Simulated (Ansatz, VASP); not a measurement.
NaF: VASP beside Ansatz

```
Na F
1.0
     0.00000    2.34222    2.34222
     2.34222    0.00000    2.34222
     2.34222    2.34222    0.00000
Na F
1 1
Direct
  0.00000 0.00000 0.00000
  0.50000 0.50000 0.50000
```

Alike in both runs: task single point; functional r2SCAN; k mesh 8 × 8 × 8; no spin polarisation.

```csv
,VASP,Ansatz
version,VASP 6.6.1,Ansatz 0.2.0
potentials or method,"VASP PAW PBE potentials, release 64 (Na_sv, F)","plane waves, PAW"
plane-wave cutoff (eV),1250,500
occupations,"gaussian, width 0.01 eV",fixed
valence electrons in the cell,16,16
```

Ansatz gave:

```
gap on the k mesh at the Fermi level (eV) : 6.96
pressure (GPa)                            : -2.8
```

Question: What did VASP give for the same quantities?

Answer: gap on the k mesh at the Fermi level (eV): 6.95; pressure (GPa): -2.8.

VASP's potentials were made for PBE, not for r2SCAN.
